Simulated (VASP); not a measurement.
# Be (P1) in VASP: notebook

The runs below take Be through single point, with LDA.

Everything below comes from runs of VASP 6.6.1. Logs are shortened: lines on timing, memory, paths and dates and some standing lists are left out, and cuts for length are marked.

## Step 1: The cell of the first run

The typed cell holds 4 atoms: a = 3.747 Å, b = 3.747 Å, c = 2.281 Å, α = 90.00°, β = 90.00°, γ = 90.00°.

## Step 2: Single point, LDA

Contents of INCAR:

```
ALGO     = Normal         # electronic algorithm
EDIFF    = 1E-6           # SCF threshold, eV
ENCUT    = 600            # plane-wave cutoff, eV
GGA      = CA             # functional
GGA_COMPAT= False        
ISIF     = 2              # what is computed and relaxed
ISMEAR   = -1             # smearing method
LASPH    = True           # aspherical terms in the spheres
LCHARG   = False          # write CHGCAR
LREAL    = False          # projectors in reciprocal space
LWAVE    = False          # write WAVECAR
NBANDS   = 12             # bands
NELM     = 120            # most SCF steps
PREC     = Accurate       # precision mode
SIGMA    = 0.1            # smearing width, eV
```

Contents of KPOINTS:

```
k-points
0
Gamma
  4 4 6
```

Contents of POSCAR:

```
Be
1.0
    3.7468100000      0.0000000000      0.0000000000
    0.0000000000      3.7468100000      0.0000000000
    0.0000000000      0.0000000000      2.2812800000
Be
4
Direct
    0.2936620368      0.2900943206     -0.0263258687
    0.6988421247      0.7114021780     -0.0140559814
    0.2087932802      0.7756610574      0.5442531591
    0.7987025550      0.2228424472      0.4961287132
```

Potentials or basis: VASP PAW LDA potentials, release 64 (Be).

Launch:

```
$ cat potpaw_LDA.64/Be/POTCAR > POTCAR
$ mpirun -np 1 vasp_std > vasp.out
```

OUTCAR:

```text
EDIFF = 1E-6
   ENCUT = 600
   GGA = CA
   ISIF = 2
   ISMEAR = -1
   LASPH = True
   LREAL = False
   NELM = 120
   PREC = Accurate

 ion  position               nearest neighbor table
   1  0.294  0.290  0.974-   3 2.09   4 2.17   3 2.19   2 2.19   4 2.20   4 2.22   4 2.25   3 2.26
                             3 2.35
   2  0.699  0.711  0.986-   3 2.11   3 2.17   4 2.18   1 2.19   4 2.20   3 2.25   4 2.25   4 2.27
                             3 2.31
   3  0.209  0.776  0.544-   1 2.09   2 2.11   2 2.17   1 2.19   2 2.25   1 2.26   4 2.28   2 2.31
                             1 2.35
   4  0.799  0.223  0.496-   1 2.17   2 2.18   1 2.20   2 2.20   1 2.22   2 2.25   1 2.25   2 2.27
                             3 2.28

  LATTYP: Found a simple tetragonal cell.
 ALAT       =     3.7468100000
 C/A-ratio  =     0.6088592696

  Lattice vectors:

 A1 = (   3.7468100000,   0.0000000000,   0.0000000000)
 A2 = (   0.0000000000,   3.7468100000,   0.0000000000)
 A3 = (   0.0000000000,   0.0000000000,   2.2812800000)

Analysis of symmetry for initial positions (statically):
=====================================================================
 Subroutine PRICEL returns:
 Original cell was already a primitive cell.

 Routine SETGRP: Setting up the symmetry group for a
 simple tetragonal supercell.

 Subroutine GETGRP returns: Found  1 space group operations
 (whereof  1 operations were pure point group operations)
 out of a pool of 16 trial point group operations.

The static configuration has the point symmetry C_1 .

Analysis of symmetry for dynamics (positions and initial velocities):
=====================================================================
 Subroutine PRICEL returns:
 Original cell was already a primitive cell.

 Routine SETGRP: Setting up the symmetry group for a
 simple tetragonal supercell.

 Subroutine GETGRP returns: Found  1 space group operations
 (whereof  1 operations were pure point group operations)
 out of a pool of 16 trial point group operations.

The dynamic configuration has the point symmetry C_1 .

 Subroutine INISYM returns: Found  1 space group operations
 (whereof  1 operations are pure point group operations),
 and found     1 'primitive' translations

----------------------------------------------------------------------------------------

                                     Primitive cell

  volume of cell :      32.0259

  direct lattice vectors                    reciprocal lattice vectors
     3.746810000  0.000000000  0.000000000     0.266893704  0.000000000  0.000000000
     0.000000000  3.746810000  0.000000000     0.000000000  0.266893704  0.000000000
     0.000000000  0.000000000  2.281280000     0.000000000  0.000000000  0.438350400

  length of vectors
     3.746810000  3.746810000  2.281280000     0.266893704  0.266893704  0.438350400

  position of ions in fractional coordinates (direct lattice)
     0.293662037  0.290094321  0.973674131
     0.698842125  0.711402178  0.985944019
     0.208793280  0.775661057  0.544253159
     0.798702555  0.222842447  0.496128713

  ion indices of the primitive-cell ions
   primitive index   ion index
                 1           1
                 2           2
                 3           3
                 4           4

----------------------------------------------------------------------------------------

 KPOINTS: k-points

Automatic generation of k-mesh.
 Grid dimensions read from file:
 generate k-points for:    4    4    6

 Generating k-lattice:

  Cartesian coordinates                     Fractional coordinates (reciprocal lattice)
     0.066723426  0.000000000  0.000000000     0.250000000  0.000000000  0.000000000
     0.000000000  0.066723426  0.000000000     0.000000000  0.250000000  0.000000000
     0.000000000  0.000000000  0.073058400     0.000000000  0.000000000  0.166666667

  Length of vectors
     0.066723426  0.066723426  0.073058400

  Shift w.r.t. Gamma in fractional coordinates (k-lattice)
     0.000000000  0.000000000  0.000000000

 Subroutine IBZKPT returns following result:
 ===========================================

 Found     52 irreducible k-points:

 Following reciprocal coordinates:
            Coordinates               Weight
  0.000000  0.000000  0.000000      1.000000
  0.250000  0.000000  0.000000      2.000000
  0.000000  0.250000  0.000000      2.000000
  0.500000  0.000000  0.000000      1.000000
  0.000000  0.500000  0.000000      1.000000
  0.250000  0.250000  0.000000      2.000000
[... 16 lines left out ...]
 -0.250000  0.500000  0.166667      2.000000
  0.500000 -0.250000  0.166667      2.000000
 [... further k-points ...]
   k-points           NKPTS =     52   k-points in BZ     NKDIM =     52   number of bands    NBANDS=     12
   number of dos      NEDOS =    301   number of ions     NIONS =      4
   total plane-waves  NPLWV =  16200
   dimension x,y,z NGX =    30 NGY =   30 NGZ =   18
   dimension x,y,z NGXF=    60 NGYF=   60 NGZF=   36
   ions per type =               4
   NGX,Y,Z   is equivalent  to a cutoff of  13.31, 13.31, 13.12 a.u.
   NGXF,Y,Z  is equivalent  to a cutoff of  26.62, 26.62, 26.23 a.u.
 SYSTEM =  unknown system
   PREC   = accura    normal or accurate (medium, high low for compatibility)
   ISTART =      0    job   : 0-new  1-cont  2-samecut
   ICHARG =      2    charge: 1-file 2-atom 10-const
   ISPIN  =      1    spin polarized calculation?
   LNONCOLLINEAR =      F non collinear calculations
   LSORBIT =      F    spin-orbit coupling
   LASPH  =      T    aspherical Exc in radial PAW
   ENCUT  =  600.0 eV  44.10 Ry    6.64 a.u.   7.48  7.48  4.56*2*pi/ulx,y,z
   NELM   =    120;   NELMIN=  2; NELMDL= -5     # of ELM steps
   EDIFF  = 0.1E-05   stopping-criterion for ELM
   LREAL  =      F    real-space projection
   EDIFFG = 0.1E-04   stopping-criterion for IOM
   NSW    =      0    number of steps for IOM
   IBRION =     -1    ionic relax: 0-MD 1-quasi-New 2-CG
   NFREE  =      0    steps in history (QN), initial steepest desc. (CG)
   ISIF   =      2    stress and relaxation
   ISYM   =      2    0-nonsym 1-usesym 2-fastsym
   POTIM  = 0.5000    time-step for ionic-motion
   TEBEG  =    0.0;   TEEND  =   0.0 temperature during run
   PSTRESS=    0.0 pullay stress
   NELECT =       8.0000    total number of electrons
   NUPDOWN=      -1.0000    fix difference up-down
   EMIN   =  10.00;   EMAX   =-10.00  energy-range for DOS
   EFERMI =   0.00;   METHOD = LEGACY
   ISMEAR =    -1;   SIGMA  =   0.10  broadening in eV -4-tet -1-fermi 0-gaus
   EFERMI_NEDOS =   21; number of points for ismear=-14 and -15
   IALGO  =     38    algorithm
   IMIX   =      4    mixing-type and parameters
     AMIX     =   0.40;   BMIX     =  1.00
     AMIX_MAG =   1.60;   BMIX_MAG =  1.00
  volume/ion in A,a.u.               =       8.01        54.03
  Fermi-wavevector in a.u.,A,eV,Ry     =   1.031029  1.948362 14.463274  1.063021
  Thomas-Fermi vector in A             =   2.165157
   LORBIT       =      0    0 simple, 1 ext, 2 COOP (PROOUT), +10 PAW based schemes
   GGA     = CA    functional components
   LHFCALC =     F    Hartree Fock is set to
   AEXX    =    0.0000 exact exchange contribution
   IVDW    =     0    specifies the selected vdW correction
   LEPSILON=     F    determine dielectric tensor
   LRPA    =     F    only Hartree local field effects (RPA)
 non-spin polarized calculation
  energy-cutoff  :      600.00
  volume of cell :       32.03
 maximum number of plane-waves:      1089
 NGX is ok and might be reduce to    30
   NGX = 15   NGY = 15   NGZ =  9

 number of electron       8.0000000 magnetization

 Free energy of the ion-electron system (eV)
  ---------------------------------------------------
  ext. energy  EPLUGINS =         0.00000000
  ---------------------------------------------------
  free energy    TOTEN  =       -16.46863132 eV

  energy without entropy =      -16.45434620  energy(sigma->0) =      -16.46148876

 E-fermi :   6.4128     XC(G=0): -10.5780

 val. band max:        6.2785585385   @ k =  -0.2500   0.0000   0.1667
 cond. band min:       6.4183734663   @ k =   0.0000   0.0000   0.1667
 fundamental gap:      0.1398149278
 Fermi energy:         6.4128493116

 k-point     1 :       0.0000    0.0000    0.0000
  band No.  band energies     occupation
      1      -4.4645      2.00000
      2       1.6162      2.00000
      3       2.0159      2.00000
      4       5.5747      1.99954
      5       6.0834      1.92845
      6      10.6966      0.00000
      7      11.1673      0.00000
      8      14.4020      0.00000
      9      15.7023      0.00000
     10      17.3091      0.00000
     11      22.0168      0.00000
     12      22.3538      0.00000

 k-point     2 :       0.2500    0.0000    0.0000
  band No.  band energies     occupation
      1      -3.9799      2.00000
      2      -0.1999      2.00000
      3       2.3663      2.00000
      4       5.8090      1.99524
      5       7.6299      0.00001
      6       8.4066      0.00000
      7      11.4061      0.00000
      8      16.2836      0.00000
      9      18.0705      0.00000
     10      19.3440      0.00000
     11      20.5247      0.00000
     12      21.8098      0.00000

 k-point     3 :       0.0000    0.2500    0.0000
  band No.  band energies     occupation
      1      -3.9802      2.00000
      2      -0.2041      2.00000
      3       2.3949      2.00000
      4       5.3080      1.99997
      5       8.1741      0.00000
      6       8.9368      0.00000
      7      10.8586      0.00000
      8      16.2697      0.00000
      9      17.9634      0.00000
     10      19.3176      0.00000
     11      20.4315      0.00000
     12      21.8180      0.00000
[... 286 lines left out ...]
 k-point    23 :      -0.2500    0.5000    0.1667
  band No.  band energies     occupation
      1      -1.5551      2.00000
      2      -1.3256      2.00000
      3       2.2803      2.00000
      4       2.5606      2.00000
      5      11.0624      0.00000
      6      11.3295      0.00000
      7      14.6796      0.00000
      8      15.0731      0.00000
      9      15.6114      0.00000
     10      16.0801      0.00000
     11      19.4170      0.00000
     12      19.6535      0.00000

 k-point    24 :       0.5000   -0.2500    0.1667
  band No.  band energies     occupation
      1      -1.4765      2.00000
      2      -1.4254      2.00000
      3       2.4279      2.00000
      4       2.5018      2.00000
      5      10.9308      0.00000
      6      11.0845      0.00000
      7      14.7018      0.00000
      8      14.7920      0.00000
      9      16.0089      0.00000
     10      16.3513      0.00000
     11      19.2464      0.00000
     12      19.5560      0.00000

 [... further k-points ...]
[... 5 lines left out ...]
  --------------------------------------------------------------------------------------
  -------------------------------------------------------------------------------------
  Total       -0.7887015     -1.8219662     -0.0784070     -0.1724107     -0.2232888      0.2684059
  in kB      -39.4567517    -91.1483821     -3.9225044     -8.6252724    -11.1705790     13.4276728
  external PRESSURE =     -44.8425461 kB  Pullay stress =       0.0000000 kB

 VOLUME and BASIS-vectors are now :
 -----------------------------------------------------------------------------
  energy-cutoff  :      600.00
  volume of cell :       32.03
      direct lattice vectors                 reciprocal lattice vectors
     3.746810000  0.000000000  0.000000000     0.266893704  0.000000000  0.000000000
     0.000000000  3.746810000  0.000000000     0.000000000  0.266893704  0.000000000
     0.000000000  0.000000000  2.281280000     0.000000000  0.000000000  0.438350400

 POSITION                                       TOTAL-FORCE (eV/Angst)
 -----------------------------------------------------------------------------------
      1.10030      1.08693      2.22122         0.299270     -0.213034      0.688971
      2.61843      2.66549      2.24921         0.068006      0.109145      0.471795
      0.78231      2.90625      1.24159        -0.485264      0.500339     -1.026419
      2.99259      0.83495      1.13181         0.117988     -0.396450     -0.134347
 -----------------------------------------------------------------------------------
    total drift:                                0.000002      0.000016      0.000002

  FREE ENERGIE OF THE ION-ELECTRON SYSTEM (eV)
  ---------------------------------------------------
  free  energy   TOTEN  =       -16.4686313200 eV

  energy  without entropy=      -16.4543462017  energy(sigma->0) =      -16.46148876
```

Wall time 12 s (1 thread of Intel Xeon Platinum 8259CL at 2.50GHz (Skylake/Cascade Lake), shared host); peak memory 0.13 GiB.

Results:

```
Free energy            : -16.4686 eV
Pressure               : -4.5 GPa
Largest force          : 1.241 eV/Å
Band gap on the k mesh : zero (band 4 reaches 7.58 eV, above the bottom of band 5 at 6.08 eV)
```

Forces on the atoms (eV/Å):
```
Be   0.299 -0.213  0.689
Be   0.068  0.109  0.472
Be  -0.485  0.500 -1.026
Be   0.118 -0.396 -0.134
```

Stress tensor (GPa, compression positive):
```
-3.95 -0.86  1.34
-0.86 -9.11 -1.12
 1.34 -1.12 -0.39
```

Levels at points of the mesh, in eV from the Fermi level:
| k point | band 1 | band 2 | band 3 | band 4 | band 5 | band 6 | band 7 | band 8 |
| --- | --- | --- | --- | --- | --- | --- | --- | --- |
| (0.00, 0.00, 0.00) | -10.88 | -4.80 | -4.40 | -0.84 | -0.33 | 4.28 | 4.75 | 7.99 |
| (0.50, 0.00, 0.00) | -8.96 | -8.92 | -2.42 | -2.32 | 1.34 | 1.45 | 9.00 | 9.36 |
| (0.00, 0.50, 0.00) | -9.05 | -8.83 | -2.67 | -2.39 | 1.70 | 1.79 | 8.64 | 9.34 |
| (0.50, 0.50, 0.00) | -7.11 | -7.04 | -6.85 | -6.81 | 8.04 | 8.47 | 8.75 | 9.26 |
| (0.00, 0.00, 0.50) | -5.73 | -5.46 | 0.96 | 1.16 | 1.65 | 2.12 | 2.50 | 3.09 |
| (0.50, 0.00, 0.50) | -4.43 | -4.16 | -3.45 | -3.06 | 3.50 | 4.07 | 5.19 | 5.78 |
| (0.00, 0.50, 0.50) | -4.30 | -4.01 | -3.58 | -3.23 | 3.56 | 4.05 | 4.92 | 5.38 |
| (0.50, 0.50, 0.50) | -3.64 | -3.56 | -3.40 | -3.31 | 1.92 | 1.97 | 2.09 | 2.21 |

Caveat: the k points lie up to 0.46 Å⁻¹ apart; forces of over 1 eV/Å act on the atoms, so gaps and moduli don't describe the material at rest.

(Continued in part 2 of 2.)
